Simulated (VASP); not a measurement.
Set up this calculation in VASP 6.6.1, as the native input.

```yaml
Task: single point
Functional: PBEsol
Potentials_or_basis: VASP PAW PBE potentials, release 64 (Nb_sv, Ge_d, Sb)
Cutoff: 520 eV
k_mesh: 6 × 6 × 4
Occupations: fermi-dirac, width 0.03 eV
Spin: no spin polarisation
Dipole_correction: no
Further_INCAR_settings: ALGO = Normal; EDIFF = 1e-07; NBANDS = 39
```

The structure of Nb2GeSb4 lies in POSCAR:

```
Nb2GeSb4
1.0
    8.3264461307     -1.7791458239      1.3445865628
    8.3264461307      1.7791458239      1.3445865628
   -2.4450400750      0.0000000000      5.2262016526
Nb Ge Sb
2 1 4
Direct
    0.2547187961      0.2547187961      0.2628915148
    0.7452812039      0.7452812039      0.7371084852
    0.0000000000      0.0000000000      0.0000000000
    0.1218279352      0.1218279352      0.4814515438
    0.8781720648      0.8781720648      0.5185484562
    0.3677893325      0.3677893325     -0.0018956270
    0.6322106675      0.6322106675      1.0018956270
```

One way to write it, as run:

INCAR

```
PREC = Accurate ; ENCUT = 520
EDIFF = 1E-7 ; ISMEAR = -1
SIGMA = 0.03 ; LREAL = F
LASPH = T ; NELM = 100
ALGO = Normal ; ISIF = 2
LWAVE = F ; LCHARG = F
GGA = PS ; NBANDS = 39
```

KPOINTS

```
regular mesh
0
Gamma
  6 6 4
```

Potentials or basis: VASP PAW PBE potentials, release 64 (Nb_sv, Ge_d, Sb).

The run is started by

```sh
$ cat potpaw_PBE.64/Nb_sv/POTCAR potpaw_PBE.64/Ge_d/POTCAR potpaw_PBE.64/Sb/POTCAR > POTCAR
$ mpirun -np 1 vasp_std > vasp.out
```

It gave:

| Property | Result |
| --- | --- |
| Pressure | 0.0 GPa |
| Largest force | 0.012 eV/Å |
| Band gap on the k mesh | zero (bands 30 and 31 overlap by 0.72 eV) |

Caveat: the PAW data sets were made with another functional, which shifts forces and pressure a little; spin-orbit coupling is left out, which moves the levels of the heavy elements.

Wall time 11 min on 1 thread of Intel(R) Xeon(R) Platinum 8259CL CPU @ 2.50GHz (Skylake/Cascade Lake) (shared host), peak memory 0.63 GiB.
